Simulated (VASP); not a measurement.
# Te (R-3m) in VASP: relaxation of cell and atoms with LDA

Aim: the relaxation of cell and atoms of Te with LDA.

Everything below comes from runs of VASP 6.6.1. Logs are shortened: lines on timing, memory, paths and dates and some standing lists are left out, and cuts for length are marked.

## 1. The cell of the first run

Symmetry: R-3m, No. 166, trigonal system. Conventional cell: a = 3.309 Å, b = 3.309 Å, c = 8.768 Å, α = 90.00°, β = 90.00°, γ = 120.00°. Te (site symmetry 3m) has 6 Te at 2.23 to 2.61 Å within 2.9 Å.

## 2. Relaxation of cell and atoms, LDA, target pressure 220 GPa, at which the enthalpy is minimised

Input file INCAR:

```
SYSTEM = Te
ALGO     = Normal         ! electronic algorithm
EDIFF    = 1E-7           ! SCF threshold, eV
EDIFFG   = -0.005         ! ionic threshold
ENCUT    = 600            ! plane-wave cutoff, eV
GGA      = CA             ! functional
IBRION   = 2              ! ionic algorithm
ISIF     = 3              ! what is computed and relaxed
ISMEAR   = -1             ! smearing method
LASPH    = .True.         ! aspherical terms in the spheres
LCHARG   = .False.        ! write CHGCAR
LREAL    = .False.        ! projectors in reciprocal space
LWAVE    = .False.        ! write WAVECAR
NELM     = 60             ! most SCF steps
NSW      = 60             ! ionic steps
PREC     = Accurate       ! precision mode
PSTRESS  = 2200.0       
SIGMA    = 0.08           ! smearing width, eV
```

Input file KPOINTS:

```
k-points
0
Gamma
  13 13 13
  0 0 0
```

Input file POSCAR:

```
Te
1.0
    1.6543042503     -0.9551130042      2.9226041755
    0.0000000000      1.9102260085      2.9226041755
   -1.6543042503     -0.9551130042      2.9226041755
Te
2
Direct
    0.2320000000      0.2320000000      0.2320000000
   -0.2320000000     -0.2320000000     -0.2320000000
```

Potentials or basis: VASP PAW LDA potentials, release 64 (Te).

The run is started by

```
cat potpaw_LDA.64/Te/POTCAR > POTCAR
mpirun -np 1 vasp_std > vasp.out
```

OUTCAR:

```text
SYSTEM = Te
   EDIFF = 1E-7
   EDIFFG = -0.005
   ENCUT = 600
   GGA = CA
   IBRION = 2
   ISIF = 3
   ISMEAR = -1
   LASPH = .True.
   LREAL = .False.
   NELM = 60
   NSW = 60
   PREC = Accurate
   PSTRESS = 2200.0

 ion  position               nearest neighbor table
   1  0.232  0.232  0.232-   2 2.23   2 2.23   2 2.23   2 2.61   2 2.61   2 2.61
   2  0.768  0.768  0.768-   1 2.23   1 2.23   1 2.23   1 2.61   1 2.61   1 2.61

  LATTYP: Found a trigonal (rhomboedric) cell.
 ALAT       =     3.4915009051
 COS(alpha) =     0.5510102270

  Lattice vectors:

 A1 = (   1.6543042503,  -0.9551130042,   2.9226041755)
 A2 = (   0.0000000000,   1.9102260085,   2.9226041755)
 A3 = (  -1.6543042503,  -0.9551130042,   2.9226041755)

Analysis of symmetry for initial positions (statically):
=====================================================================
 Subroutine PRICEL returns:
 Original cell was already a primitive cell.

 Routine SETGRP: Setting up the symmetry group for a
 trigonal (rhombohedral) supercell.

 Subroutine GETGRP returns: Found 12 space group operations
 (whereof 12 operations were pure point group operations)
 out of a pool of 12 trial point group operations.

The static configuration has the point symmetry D_3d.

Analysis of symmetry for dynamics (positions and initial velocities):
=====================================================================
 Subroutine PRICEL returns:
 Original cell was already a primitive cell.

 Routine SETGRP: Setting up the symmetry group for a
 trigonal (rhombohedral) supercell.

 Subroutine GETGRP returns: Found 12 space group operations
 (whereof 12 operations were pure point group operations)
 out of a pool of 12 trial point group operations.

The dynamic configuration has the point symmetry D_3d.

 Subroutine INISYM returns: Found 12 space group operations
 (whereof 12 operations are pure point group operations),
 and found     1 'primitive' translations

----------------------------------------------------------------------------------------

                                     Primitive cell

  volume of cell :      27.7071

  direct lattice vectors                    reciprocal lattice vectors
     1.654304250 -0.955113004  2.922604176     0.302241864 -0.174499421  0.114053534
     0.000000000  1.910226009  2.922604176     0.000000000  0.348998843  0.114053534
    -1.654304250 -0.955113004  2.922604176    -0.302241864 -0.174499421  0.114053534

  length of vectors
     3.491500905  3.491500905  3.491500905     0.367162635  0.367162635  0.367162635

  position of ions in fractional coordinates (direct lattice)
     0.232000000  0.232000000  0.232000000
     0.768000000  0.768000000  0.768000000

  ion indices of the primitive-cell ions
   primitive index   ion index
                 1           1
                 2           2

----------------------------------------------------------------------------------------

 KPOINTS: k-points

Automatic generation of k-mesh.
 Grid dimensions read from file:
 generate k-points for:   13   13   13

 Generating k-lattice:

  Cartesian coordinates                     Fractional coordinates (reciprocal lattice)
     0.023249374 -0.013423032  0.008773349     0.076923077  0.000000000  0.000000000
     0.000000000  0.026846065  0.008773349     0.000000000  0.076923077  0.000000000
    -0.023249374 -0.013423032  0.008773349     0.000000000  0.000000000  0.076923077

  Length of vectors
     0.028243280  0.028243280  0.028243280

  Shift w.r.t. Gamma in fractional coordinates (k-lattice)
     0.000000000  0.000000000  0.000000000

 Subroutine IBZKPT returns following result:
 ===========================================

 Found    231 irreducible k-points:

 Following reciprocal coordinates:
            Coordinates               Weight
  0.000000  0.000000  0.000000      1.000000
  0.076923  0.000000 -0.000000      6.000000
  0.153846 -0.000000 -0.000000      6.000000
  0.230769  0.000000 -0.000000      6.000000
  0.307692 -0.000000 -0.000000      6.000000
  0.384615  0.000000  0.000000      6.000000
[... 16 lines left out ...]
  0.384615  0.153846 -0.000000     12.000000
  0.461538  0.153846 -0.000000     12.000000
 [... further k-points ...]
   k-points           NKPTS =    231   k-points in BZ     NKDIM =    231   number of bands    NBANDS=     10
   number of dos      NEDOS =    301   number of ions     NIONS =      2
   total plane-waves  NPLWV =  21952
   dimension x,y,z NGX =    28 NGY =   28 NGZ =   28
   dimension x,y,z NGXF=    56 NGYF=   56 NGZF=   56
   ions per type =               2
   NGX,Y,Z   is equivalent  to a cutoff of  13.33, 13.33, 13.33 a.u.
   NGXF,Y,Z  is equivalent  to a cutoff of  26.66, 26.66, 26.66 a.u.
 SYSTEM =  Te
   PREC   = accura    normal or accurate (medium, high low for compatibility)
   ISTART =      0    job   : 0-new  1-cont  2-samecut
   ICHARG =      2    charge: 1-file 2-atom 10-const
   ISPIN  =      1    spin polarized calculation?
   LNONCOLLINEAR =      F non collinear calculations
   LSORBIT =      F    spin-orbit coupling
   LASPH  =      T    aspherical Exc in radial PAW
   ENCUT  =  600.0 eV  44.10 Ry    6.64 a.u.   6.97  6.97  6.97*2*pi/ulx,y,z
   NELM   =     60;   NELMIN=  2; NELMDL= -5     # of ELM steps
   EDIFF  = 0.1E-06   stopping-criterion for ELM
   LREAL  =      F    real-space projection
   EDIFFG = -.5E-02   stopping-criterion for IOM
   NSW    =     60    number of steps for IOM
   IBRION =      2    ionic relax: 0-MD 1-quasi-New 2-CG
   NFREE  =      1    steps in history (QN), initial steepest desc. (CG)
   ISIF   =      3    stress and relaxation
   ISYM   =      2    0-nonsym 1-usesym 2-fastsym
   POTIM  = 0.5000    time-step for ionic-motion
   TEBEG  =    0.0;   TEEND  =   0.0 temperature during run
   PSTRESS= 2200.0 pullay stress
   NELECT =      12.0000    total number of electrons
   NUPDOWN=      -1.0000    fix difference up-down
   EMIN   =  10.00;   EMAX   =-10.00  energy-range for DOS
   EFERMI =   0.00;   METHOD = LEGACY
   ISMEAR =    -1;   SIGMA  =   0.08  broadening in eV -4-tet -1-fermi 0-gaus
   EFERMI_NEDOS =   21; number of points for ismear=-14 and -15
   IALGO  =     38    algorithm
   IMIX   =      4    mixing-type and parameters
     AMIX     =   0.40;   BMIX     =  1.00
     AMIX_MAG =   1.60;   BMIX_MAG =  1.00
  volume/ion in A,a.u.               =      13.85        93.49
  Fermi-wavevector in a.u.,A,eV,Ry     =   1.238620  2.340653 20.873782  1.534180
  Thomas-Fermi vector in A             =   2.373138
   LORBIT       =      0    0 simple, 1 ext, 2 COOP (PROOUT), +10 PAW based schemes
   GGA     = CA    functional components
   LHFCALC =     F    Hartree Fock is set to
   AEXX    =    0.0000 exact exchange contribution
   IVDW    =     0    specifies the selected vdW correction
   LEPSILON=     F    determine dielectric tensor
   LRPA    =     F    only Hartree local field effects (RPA)
 conjugate gradient relaxation of ions
 non-spin polarized calculation
  energy-cutoff  :      600.00
  volume of cell :       27.71
 maximum number of plane-waves:       945
   NGX = 13   NGY = 13   NGZ = 13

--------------------------------------- Ionic step        1  -------------------------------------------

 number of electron      12.0000000 magnetization

 Free energy of the ion-electron system (eV)
  ---------------------------------------------------
  ext. energy  EPLUGINS =         0.00000000
  ---------------------------------------------------
  free energy    TOTEN  =         8.38095895 eV

  energy without entropy =        8.39816212  energy(sigma->0) =        8.38956054

------------------------ aborting loop because EDIFF is reached ----------------------------------------

  FORCE on cell =-STRESS in cart. coord.  units (eV):
  Direction    XX          YY          ZZ          XY          YZ          ZX
  --------------------------------------------------------------------------------------
  -------------------------------------------------------------------------------------
  Total       51.1208026     51.1208026     44.6639176      0.0000000      0.0000000      0.0000000
  in kB     2956.0845506   2956.0845506   2582.7121250      0.0000000      0.0000000      0.0000000
  external PRESSURE =     631.6270754 kB  Pullay stress =    2200.0000000 kB
[... 25 lines left out ...]
--------------------------------------- Ionic step        2  -------------------------------------------

 number of electron      11.9999999 magnetization

 E-fermi :   8.5009     XC(G=0): -10.0623

 val. band max:        8.5002614600   @ k =   0.3077   0.3077   0.2308
 cond. band min:       8.5175722051   @ k =   0.2308   0.1538   0.0769
 fundamental gap:      0.0173107451
 Fermi energy:         8.5008946023

 k-point     1 :       0.0000    0.0000    0.0000
  band No.  band energies     occupation
      1      -7.5132      2.00000
      2       1.6645      2.00000
      3       3.3302      2.00000
      4       3.3302      2.00000
      5       6.5444      2.00000
      6       8.1919      1.95883
      7       8.8372      0.02944
      8       8.8372      0.02944
      9      12.7986      0.00000
     10      13.9344      0.00000
[... 287 lines left out ...]
 k-point    24 :       0.4615    0.1538   -0.0000
  band No.  band energies     occupation
      1      -5.7777      2.00000
      2      -3.2277      2.00000
      3       1.8551      2.00000
      4       4.9969      2.00000
      5       6.5841      2.00000
      6       7.1951      2.00000
      7       9.8840      0.00000
      8      11.5241      0.00000
      9      12.9614      0.00000
     10      14.3290      0.00000

 [... further k-points ...]

------------------------ aborting loop because EDIFF is reached ----------------------------------------

  FORCE on cell =-STRESS in cart. coord.  units (eV):
  Direction    XX          YY          ZZ          XY          YZ          ZX
  --------------------------------------------------------------------------------------
  -------------------------------------------------------------------------------------
  Total       14.4477640     14.4477640      1.0124346      0.0000000      0.0000000      0.0000000
  in kB      416.3741014    416.3741014     29.1776335      0.0000000      0.0000000      0.0000000
  external PRESSURE =   -1912.6913879 kB  Pullay stress =    2200.0000000 kB
[... 59 lines left out ...]
  energy  without entropy=        0.5279312015  energy(sigma->0) =        0.51738360

  enthalpy is  TOTEN    =        45.0817505298 eV   P V=       44.5749145381

[... ionic steps 4 to 36 ...]

--------------------------------------- Ionic step       37  -------------------------------------------

 number of electron      11.9999997 magnetization

------------------------ aborting loop because EDIFF is reached ----------------------------------------
[... 71 lines left out ...]
--------------------------------------- Ionic step       39  -------------------------------------------

 number of electron      11.9999997 magnetization

 Free energy of the ion-electron system (eV)
  ---------------------------------------------------
  ext. energy  EPLUGINS =         0.00000000
  ---------------------------------------------------
  free energy    TOTEN  =         2.43997811 eV

  energy without entropy =        2.45836905  energy(sigma->0) =        2.44917358

 E-fermi :  22.3452     XC(G=0): -13.7680

 val. band max:       22.3435052964   @ k =  -0.3077  -0.4615   0.1538
 cond. band min:      22.3470834552   @ k =  -0.2308  -0.3846   0.0769
 fundamental gap:      0.0035781588
 Fermi energy:        22.3452275095

 k-point     1 :       0.0000    0.0000    0.0000
  band No.  band energies     occupation
      1      -0.5402      2.00000
      2       7.7700      2.00000
      3       8.8657      2.00000
      4      27.2783      0.00000
      5      27.2783      0.00000
      6      29.8390      0.00000
      7      30.2643      0.00000
      8      30.8573      0.00000
      9      30.9147      0.00000
     10      30.9147      0.00000
[... 287 lines left out ...]
 k-point    24 :       0.4615    0.1538   -0.0000
  band No.  band energies     occupation
      1       4.9948      2.00000
      2       9.9380      2.00000
      3      12.2305      2.00000
      4      17.0446      2.00000
      5      18.2595      2.00000
      6      18.3136      2.00000
      7      19.5330      2.00000
      8      22.8863      0.00231
      9      31.0202      0.00000
     10      31.5321      0.00000

 [... further k-points ...]

------------------------ aborting loop because EDIFF is reached ----------------------------------------

  FORCE on cell =-STRESS in cart. coord.  units (eV):
  Direction    XX          YY          ZZ          XY          YZ          ZX
  --------------------------------------------------------------------------------------
  -------------------------------------------------------------------------------------
  Total       36.8712047     36.8712048     36.8650947     -0.0000000      0.0000001     -0.0000000
  in kB     2200.1106500   2200.1106509   2199.7460643     -0.0000000      0.0000049     -0.0000000
  external PRESSURE =      -0.0108783 kB  Pullay stress =    2200.0000000 kB
[... 21 lines left out ...]
  energy  without entropy=        2.4583690466  energy(sigma->0) =        2.44917358

  enthalpy is  TOTEN    =        39.3093284862 eV   P V=       36.8693503805

 reached required accuracy - stopping structural energy minimisation
```

It took 15 min on 1 thread of Intel Xeon Platinum 8488C (Sapphire Rapids), shared host; peak memory 0.24 GiB.

What came out:

```yaml
Free_energy: 2.4400 eV
Relaxed_volume: 13.43 Å³/atom
Relaxed_cell: a = 4.624 Å, b = 4.624 Å, c = 4.624 Å, α = 33.52°, β = 33.52°, γ = 33.52°
Space_group_after_relaxing_to_0.05_Å: Fm-3m (No. 225)
Energy_change_on_relaxing_the_enthalpy_is_what_falls: -2970.5 meV/atom
Ionic_steps: 39
Pressure_after_relaxing: 220.0 GPa
Largest_force_after_relaxing: 0.003 eV/Å
Band_gap_on_the_k_mesh: zero (band 6 reaches 29.84 eV, above the bottom of band 7 at 17.09 eV)
```

Forces in eV/Å, atoms in the order of the input:
```
Te   0.000  0.000 -0.003
Te   0.000  0.000  0.003
```

Step by step:
```
step  energy change (eV)  largest force (eV/Å)  pressure (GPa)  volume (Å³)
   1              0.0000               14.1347          283.16        27.71
   2            -13.7313                2.3687           28.73        55.59
   3             -7.8741                3.6342          150.12        32.46
   4             -6.2787                0.5791          181.26        30.68
   5             -5.0025                1.7840          205.12        29.64
   6              1.6406                8.8917          339.32        25.76
   7             -3.8509                0.0719          228.37        28.72
   8             -4.7053                4.6773          218.05        29.05
   9             -2.7891               22.1083          244.93        28.71
  10             -4.6190               11.1528          217.01        29.15
  11             -4.6384                9.7658          217.13        29.14
  12             -4.6964                9.9799          216.19        29.16
  13             -4.8571               10.6303          213.48        29.23
  14             -5.1234               11.8508          208.92        29.34
  15             -5.4852               14.0538          203.66        29.43
  16             -5.2509               17.1945          209.05        29.20
  17             -5.7408               15.8907          200.75        29.29
  18             -5.8714               14.8529          198.52        29.31
  19             -6.0601               13.8569          197.51        29.12
  20             -6.4362               10.8425          197.03        28.55
  21             -6.2546                4.8332          209.67        27.41
  22             -0.7076               14.5533          321.68        25.10
  23             -5.7907                3.6725          220.68        27.02
  24             -5.1776                0.6142          235.12        26.55
  25             -5.4398                1.8188          229.17        26.72
  26             -5.8549                1.2944          220.13        26.95
  27             -6.8008                0.1152          199.78        27.55
  28             -6.2756                0.2357          212.27        27.11
  29             -5.9541                0.4408          219.67        26.86
  30             -5.8957                0.4773          220.99        26.82
  31             -5.9187                0.2973          220.50        26.84
  32             -5.9486                0.0486          219.83        26.86
  33             -5.9495                0.0400          219.81        26.86
  34             -5.9385                0.0173          220.06        26.85
  35             -5.9296                0.0009          220.26        26.84
  36             -5.9431                0.0083          219.95        26.85
  37             -5.9416                0.0075          219.98        26.85
  38             -5.9413                0.0073          219.99        26.85
  39             -5.9410                0.0032          220.00        26.85
```

Final structure:
```yaml
crystal:
  lattice:
    - [1.33328, -0.76977, 4.36031]
    - [0.00000, 1.53954, 4.36031]
    - [-1.33328, -0.76977, 4.36031]
  atoms:
    - { symbol: Te, position: [0.25000, 0.25000, 0.25000] }
    - { symbol: Te, position: [0.75000, 0.75000, 0.75000] }
```

Caveat: the cell is relaxed towards a set pressure, so the enthalpy falls and the energy may rise; spin-orbit coupling is left out, which moves the levels of the heavy elements.
